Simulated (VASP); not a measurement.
# InP (F-43m) in VASP: further runs

The runs below take InP through vibrations by perturbation theory, with LDA.

All numbers are computed with VASP 6.6.1; they aren't measurements. Logs are shortened: lines on timing, memory, paths and dates and some standing lists are left out, and cuts for length are marked.

## Step 1: The cell of the first run

It takes space group F-43m (No. 216, cubic). Conventional cell: a = 5.827 Å, b = 5.827 Å, c = 5.827 Å, α = 90.00°, β = 90.00°, γ = 90.00°. Within 3.3 Å of In (site symmetry -43m) lie 4 P at 2.52 Å. Within 3.3 Å of P (site symmetry -43m) lie 4 In at 2.52 Å.

## Step 2: Vibrations by perturbation theory, LDA

Contents of INCAR:

```
ALGO = Normal
EDIFF = 1E-8
ENCUT = 520
IBRION = 8
ISIF = 2
ISMEAR = 0
LASPH = True
LCHARG = False
LEPSILON = True
LREAL = False
LWAVE = False
NELM = 80
NSW = 1
PREC = Accurate
SIGMA = 0.01
```

Contents of KPOINTS:

```
k-points
0
Gamma
  8 8 8
```

Contents of POSCAR:

```
InP
1.0
    0.0000000000      2.9136593918      2.9136593918
    2.9136593918      0.0000000000      2.9136593918
    2.9136593918      2.9136593918      0.0000000000
In P
1 1
Direct
    0.0000000000      0.0000000000      0.0000000000
    0.7500000000      0.7500000000      0.7500000000
```

Potentials or basis: VASP PAW LDA potentials, release 64 (In_d, P).

Launch:

```bash
$ cat potpaw_LDA.64/In_d/POTCAR potpaw_LDA.64/P/POTCAR > POTCAR
$ mpirun -np 1 vasp_std > vasp.out
```

OUTCAR:

```text
EDIFF = 1E-8
   ENCUT = 520
   IBRION = 8
   ISIF = 2
   ISMEAR = 0
   LASPH = True
   LEPSILON = True
   LREAL = False
   NELM = 80
   NSW = 1
   PREC = Accurate

 ion  position               nearest neighbor table
   1  0.000  0.000  0.000-   2 2.52   2 2.52   2 2.52   2 2.52
   2  0.750  0.750  0.750-   1 2.52   1 2.52   1 2.52   1 2.52

  LATTYP: Found a face centered cubic cell.
 ALAT       =     5.8273187836

  Lattice vectors:

 A1 = (   0.0000000000,   2.9136593918,   2.9136593918)
 A2 = (   2.9136593918,   0.0000000000,   2.9136593918)
 A3 = (   2.9136593918,   2.9136593918,   0.0000000000)

Analysis of symmetry for initial positions (statically):
=====================================================================
 Subroutine PRICEL returns:
 Original cell was already a primitive cell.

 Routine SETGRP: Setting up the symmetry group for a
 face centered cubic supercell.

 Subroutine GETGRP returns: Found 24 space group operations
 (whereof 24 operations were pure point group operations)
 out of a pool of 48 trial point group operations.

The static configuration has the point symmetry T_d .

Analysis of symmetry for dynamics (positions and initial velocities):
=====================================================================
 Subroutine PRICEL returns:
 Original cell was already a primitive cell.

 Routine SETGRP: Setting up the symmetry group for a
 face centered cubic supercell.

 Subroutine GETGRP returns: Found 24 space group operations
 (whereof 24 operations were pure point group operations)
 out of a pool of 48 trial point group operations.

The dynamic configuration has the point symmetry T_d .

 Subroutine INISYM returns: Found 24 space group operations
 (whereof 24 operations are pure point group operations),
 and found     1 'primitive' translations

----------------------------------------------------------------------------------------

                                     Primitive cell

  volume of cell :      49.4705
[... 614 lines left out ...]
 ------------------------------------------------------
          17.689128    -0.000000     0.000000
           0.000000    17.689128    -0.000000
           0.000000     0.000000    17.689128
 ------------------------------------------------------

 PIEZOELECTRIC TENSOR (including local field effects)  for field in x, y, z        (e  Angst)
          XX          YY          ZZ          XY          YZ          ZX
  --------------------------------------------------------------------------------
  x     0.00000     0.00000     0.00000     0.00000     2.69836     0.00000
  y     0.00000     0.00000    -0.00000     0.00000    -0.00000     2.69836
  z     0.00000     0.00000     0.00000     2.69836     0.00000     0.00000

 PIEZOELECTRIC TENSOR (including local field effects)  for field in x, y, z        (C/m^2)
          XX          YY          ZZ          XY          YZ          ZX
  --------------------------------------------------------------------------------
  x     0.00000     0.00000     0.00000     0.00000     0.87391     0.00000
  y     0.00000     0.00000    -0.00000     0.00000    -0.00000     0.87391
  z     0.00000     0.00000     0.00000     0.87391     0.00000     0.00000

 BORN EFFECTIVE CHARGES (including local field effects) (in |e|, cummulative output)
 ---------------------------------------------------------------------------------
 ion    1
    1     2.59397     0.00000     0.00000
    2     0.00000     2.59397     0.00000
    3    -0.00000    -0.00000     2.59397
 ion    2
    1    -2.59397    -0.00000    -0.00000
    2    -0.00000    -2.59397    -0.00000
    3     0.00000     0.00000    -2.59397

 INTERNAL STRAIN TENSOR FOR ION    2 for displacements in x,y,z  (eV/Angst):
          X           Y           Z          XY          YZ          ZX
  --------------------------------------------------------------------------------
  x     0.00000     0.00000     0.00000     0.00000     8.03487     0.00000
  y     0.00000     0.00000     0.00000     0.00000     0.00000     8.03487
  z     0.00000     0.00000     0.00000     8.03487     0.00000     0.00000

 SECOND DERIVATIVES (NOT SYMMETRIZED)
 ------------------------------------
               1X          1Y          1Z          2X          2Y          2Z
  1X    -8.232574    0.000000    0.000000    8.232574    0.000000    0.000000
  1Y     0.000000   -8.232574    0.000000    0.000000    8.232574    0.000000
  1Z     0.000000    0.000000   -8.232574    0.000000    0.000000    8.232574
  2X     8.233429    0.000000    0.000000   -8.233429    0.000000    0.000000
  2Y     0.000000    8.233429    0.000000    0.000000   -8.233429    0.000000
  2Z     0.000000    0.000000    8.233429    0.000000    0.000000   -8.233429

 Eigenvectors and eigenvalues of the dynamical matrix
 ----------------------------------------------------

   1 f  =    9.082360 THz    57.066152 2PiTHz  302.954924 cm-1    37.561607 meV
             X         Y         Z           dx          dy          dz
      0.000000  0.000000  0.000000     0.000000    0.460905    0.000000
      4.370489  4.370489  4.370489     0.000000   -0.887450    0.000000
[... 21 lines left out ...]
   6 f/i=    0.000193 THz     0.001213 2PiTHz    0.006438 cm-1     0.000798 meV
             X         Y         Z           dx          dy          dz
      0.000000  0.000000  0.000000     0.000000    0.000000    0.887450
      4.370489  4.370489  4.370489     0.000000    0.000000    0.460905

--------------------------------------------------------------------------------------------------------

 MACROSCOPIC STATIC DIELECTRIC TENSOR IONIC CONTRIBUTION
 ------------------------------------------------------
           2.989447     0.000000     0.000000
           0.000000     2.989447     0.000000
           0.000000     0.000000     2.989447
 ------------------------------------------------------

 ELASTIC MODULI CONTR FROM IONIC RELAXATION (kBar)
 Direction    XX          YY          ZZ          XY          YZ          ZX
 --------------------------------------------------------------------------------
 XX          -0.0000     -0.0000     -0.0000     -0.0000      0.0000     -0.0000
 YY          -0.0000     -0.0000     -0.0000     -0.0000     -0.0000      0.0000
 ZZ          -0.0000     -0.0000     -0.0000      0.0000     -0.0000     -0.0000
 XY          -0.0000     -0.0000      0.0000   -249.8946      0.0000      0.0000
 YZ           0.0000     -0.0000     -0.0000      0.0000   -249.8946      0.0000
 ZX          -0.0000      0.0000     -0.0000      0.0000      0.0000   -249.8946
 --------------------------------------------------------------------------------

 PIEZOELECTRIC TENSOR IONIC CONTR  for field in x, y, z        (C/m^2)
          XX          YY          ZZ          XY          YZ          ZX
  --------------------------------------------------------------------------------
  x    -0.00000    -0.00000    -0.00000    -0.00000    -0.81329    -0.00000
  y    -0.00000    -0.00000    -0.00000    -0.00000    -0.00000    -0.81329
  z    -0.00000    -0.00000     0.00000    -0.81329     0.00000     0.00000
```

OSZICAR:

```text
N       E                     dE             d eps       ncg     rms          rms(c)
DAV:   1     0.113294740398E+03    0.11329E+03   -0.85459E+03   754   0.153E+03
DAV:   2    -0.192462952415E+01   -0.11522E+03   -0.11216E+03   789   0.334E+02
DAV:   3    -0.988200946746E+01   -0.79574E+01   -0.78947E+01   979   0.911E+01
DAV:   4    -0.101062825577E+02   -0.22427E+00   -0.22402E+00   898   0.165E+01
[... 242 lines left out ...]
RMM:   8    -0.491449126544E-01   -0.37433E-05   -0.13710E-07  4491   0.183E-03    0.365E-04
RMM:   9    -0.491448849682E-01    0.27686E-07    0.29798E-06  5107   0.647E-04    0.252E-04
RMM:  10    -0.491448006589E-01    0.84309E-07    0.42368E-07  4862   0.252E-04    0.127E-04
RMM:  11    -0.491449019790E-01   -0.10132E-06    0.60788E-08  4759   0.110E-04    0.550E-05
RMM:  12    -0.491448987228E-01    0.32561E-08   -0.13070E-07  4945   0.422E-05    0.335E-05
RMM:  13    -0.491449005928E-01   -0.18699E-08    0.86294E-09  4805   0.163E-05    0.115E-05
 Linear response finished
```

Wall time 8.3 min (1 thread of AMD EPYC 9R45 (Zen 5), shared host); peak memory 0.26 GiB.

What came out:

```
Electronic dielectric tensor (diagonal)                 : 17.69
Born charges (mean of the diagonal)                     : In +2.59; P -2.59 e
Highest phonon frequency at Γ, LO-TO splitting left out : 303 cm⁻¹
```

Phonon frequencies in cm⁻¹ (negative: imaginary):
| q point | frequencies |
| --- | --- |
| (0.000, 0.000, 0.000) | 0 0 0 303 303 303 |

Electronic dielectric tensor:
```
17.69  0.00  0.00
 0.00 17.69  0.00
 0.00  0.00 17.69
```

Born effective charge tensors (e):
atom 1, In
```
2.59 0.00 0.00
0.00 2.59 0.00
0.00 0.00 2.59
```
atom 2, P
```
-2.59  0.00  0.00
 0.00 -2.59  0.00
 0.00  0.00 -2.59
```

Caveat: spin-orbit coupling is left out, which moves the levels of the heavy elements.

## Step 3: Vibrations by perturbation theory, LDA (volume scaled by 1.030)

Contents of INCAR:

```
SYSTEM = InP
  ALGO = Normal
  EDIFF = 1E-8
  ENCUT = 520
  GGA = CA
  IBRION = 8
  ISIF = 2
  ISMEAR = 0
  LASPH = .True.
  LCHARG = .True.
  LREAL = .False.
  LWAVE = .False.
  NELM = 100
  NSW = 1
  PREC = Accurate
  SIGMA = 0.01
```

Contents of KPOINTS:

```
k-points
0
Gamma
  8 8 8
  0 0 0
```

Contents of POSCAR:

```
InP
1.0
    0.0000000000      2.9425093809      2.9425093809
    2.9425093809      0.0000000000      2.9425093809
    2.9425093809      2.9425093809      0.0000000000
In P
1 1
Direct
    0.0000000000      0.0000000000      0.0000000000
    0.7500000000      0.7500000000      0.7500000000
```

Potentials or basis: VASP PAW LDA potentials, release 64 (In_d, P).

Launch:

```bash
$ cat potpaw_LDA.64/In_d/POTCAR potpaw_LDA.64/P/POTCAR > POTCAR
$ mpirun -np 1 vasp_std > vasp.out
```

OUTCAR:

```text
SYSTEM = InP
   EDIFF = 1E-8
   ENCUT = 520
   GGA = CA
   IBRION = 8
   ISIF = 2
   ISMEAR = 0
   LASPH = .True.
   LREAL = .False.
   NELM = 100
   NSW = 1
   PREC = Accurate

 ion  position               nearest neighbor table
   1  0.000  0.000  0.000-   2 2.55   2 2.55   2 2.55   2 2.55
   2  0.750  0.750  0.750-   1 2.55   1 2.55   1 2.55   1 2.55

  LATTYP: Found a face centered cubic cell.
 ALAT       =     5.8850187618

  Lattice vectors:

 A1 = (   0.0000000000,   2.9425093809,   2.9425093809)
 A2 = (   2.9425093809,   0.0000000000,   2.9425093809)
 A3 = (   2.9425093809,   2.9425093809,   0.0000000000)

Analysis of symmetry for initial positions (statically):
=====================================================================
 Subroutine PRICEL returns:
 Original cell was already a primitive cell.

 Routine SETGRP: Setting up the symmetry group for a
 face centered cubic supercell.

 Subroutine GETGRP returns: Found 24 space group operations
 (whereof 24 operations were pure point group operations)
 out of a pool of 48 trial point group operations.

The static configuration has the point symmetry T_d .

Analysis of symmetry for dynamics (positions and initial velocities):
=====================================================================
 Subroutine PRICEL returns:
 Original cell was already a primitive cell.

 Routine SETGRP: Setting up the symmetry group for a
 face centered cubic supercell.

 Subroutine GETGRP returns: Found 24 space group operations
 (whereof 24 operations were pure point group operations)
[... 569 lines left out ...]
    total drift:                                0.000000      0.000000      0.000000

  FREE ENERGIE OF THE ION-ELECTRON SYSTEM (eV)
  ---------------------------------------------------
  free  energy   TOTEN  =        -9.6632412458 eV

  energy  without entropy=       -9.6632412458  energy(sigma->0) =       -9.66324125

[... ionic steps 2 to 3 ...]

--------------------------------------- Ionic step        4  -------------------------------------------

------------------------ aborting loop because EDIFF is reached ----------------------------------------

[... ionic steps 5 to 6 ...]

--------------------------------------- Ionic step        7  -------------------------------------------

 Free energy of the ion-electron system (eV)
  ---------------------------------------------------
  ---------------------------------------------------
  free energy    TOTEN  =        -0.04904409 eV

  energy without entropy =       -0.04904409

------------------------ aborting loop because EDIFF is reached ----------------------------------------

 INTERNAL STRAIN TENSOR  FOR ION    2  DIRECTION 1   (eV/Angst):
 -----------------------------------------------------------------------------
    -0.01264  0.00000  0.00000
     0.00000  0.00797  6.85527
     0.00000  6.85527  0.00797

 INTERNAL STRAIN TENSOR FOR ION    2 for displacements in x,y,z  (eV/Angst):
          X           Y           Z          XY          YZ          ZX
  --------------------------------------------------------------------------------
  x    -0.00000     0.00000     0.00000     0.00000     6.85527     0.00000
  y     0.00000    -0.00000     0.00000     0.00000     0.00000     6.85527
  z     0.00000     0.00000    -0.00000     6.85527     0.00000     0.00000

 SECOND DERIVATIVES (NOT SYMMETRIZED)
 ------------------------------------
               1X          1Y          1Z          2X          2Y          2Z
  1X    -7.643118    0.000000    0.000000    7.643118    0.000000    0.000000
  1Y     0.000000   -7.643118    0.000000    0.000000    7.643118    0.000000
  1Z     0.000000    0.000000   -7.643118    0.000000    0.000000    7.643118
  2X     7.622042    0.000000    0.000000   -7.622042    0.000000    0.000000
  2Y     0.000000    7.622042    0.000000    0.000000   -7.622042    0.000000
  2Z     0.000000    0.000000    7.622042    0.000000    0.000000   -7.622042

 Eigenvectors and eigenvalues of the dynamical matrix
 ----------------------------------------------------

   1 f  =    8.741308 THz    54.923256 2PiTHz  291.578638 cm-1    36.151127 meV
             X         Y         Z           dx          dy          dz
      0.000000  0.000000  0.000000     0.000000    0.461425    0.000000
      4.413764  4.413764  4.413764    -0.000000   -0.887179    0.000000
[... 21 lines left out ...]
   6 f/i=    0.004940 THz     0.031041 2PiTHz    0.164794 cm-1     0.020432 meV
             X         Y         Z           dx          dy          dz
      0.000000  0.000000  0.000000    -0.018516    0.219638   -0.859362
      4.413764  4.413764  4.413764    -0.009630    0.114234   -0.446957

--------------------------------------------------------------------------------------------------------

 ELASTIC MODULI CONTR FROM IONIC RELAXATION (kBar)
 Direction    XX          YY          ZZ          XY          YZ          ZX
 --------------------------------------------------------------------------------
 XX          -0.0000      0.0000      0.0000     -0.0000      0.0000     -0.0000
 YY           0.0000     -0.0000     -0.0000     -0.0000     -0.0000      0.0000
 ZZ           0.0000     -0.0000     -0.0000      0.0000     -0.0000     -0.0000
 XY          -0.0000     -0.0000      0.0000   -190.2573      0.0000      0.0000
 YZ           0.0000     -0.0000     -0.0000      0.0000   -190.2573      0.0000
 ZX          -0.0000      0.0000     -0.0000      0.0000      0.0000   -190.2573
 --------------------------------------------------------------------------------
```

OSZICAR:

```text
N       E                     dE             d eps       ncg     rms          rms(c)
DAV:   1     0.112090522348E+03    0.11209E+03   -0.87363E+03   754   0.157E+03
DAV:   2    -0.180921683060E+01   -0.11390E+03   -0.11082E+03   779   0.327E+02
DAV:   3    -0.985260555273E+01   -0.80434E+01   -0.79665E+01   992   0.913E+01
[... 49 lines left out ...]
RMM:   8    -0.490440821125E-01   -0.34692E-05    0.77083E-08  4473   0.182E-03    0.310E-04
RMM:   9    -0.490441386709E-01   -0.56558E-07    0.34591E-06  5092   0.644E-04    0.209E-04
RMM:  10    -0.490440381326E-01    0.10054E-06    0.62031E-07  4897   0.255E-04    0.118E-04
RMM:  11    -0.490440885248E-01   -0.50392E-07    0.41814E-09  4760   0.112E-04    0.466E-05
RMM:  12    -0.490440855546E-01    0.29701E-08   -0.10030E-07  4915   0.490E-05    0.263E-05
RMM:  13    -0.490440863928E-01   -0.83810E-09    0.32697E-08  4803   0.242E-05    0.983E-06
 Linear response finished
```

stdout:

```text
POSCAR found type information on POSCAR InP
 POSCAR found :  2 types and       2 ions
 scaLAPACK will be used
 LDA part: xc-table for (Slater(with rela. corr.)+CA(PZ))
 , standard interpolation
 POSCAR, INCAR and KPOINTS ok, starting setup
 FFT: planning ... GRIDC
 FFT: planning ... GRID_SOFT
 FFT: planning ... GRID
 WAVECAR not read
 entering main loop
 Linear response reoptimize wavefunctions to high precision
 Linear response DOF=           2
 Linear response progress:
 first order change of Fermi-energy  -0.14810E+00
 force on displaced ion       1 direction 1 :  -7.643   0.000   0.000
 Linear response progress:
 first order change of Fermi-energy   0.14825E+00
 force on displaced ion       2 direction 1 :  -7.622   0.000   0.000
 Linear response finished
```

It took 3 min on 1 thread of AMD EPYC 9R45 (Zen 5), shared host; peak memory 0.25 GiB.

Results:

| Item | Value |
| --- | --- |
| Highest phonon frequency at Γ, LO-TO splitting left out | 292 cm⁻¹ |

Phonon frequencies in cm⁻¹ (negative: imaginary):
```csv
q point,frequencies
"(0.000, 0.000, 0.000)",0 0 0 292 292 292
```

Caveat: the cell wasn't relaxed at this level first, which shifts response properties; spin-orbit coupling is left out, which moves the levels of the heavy elements.
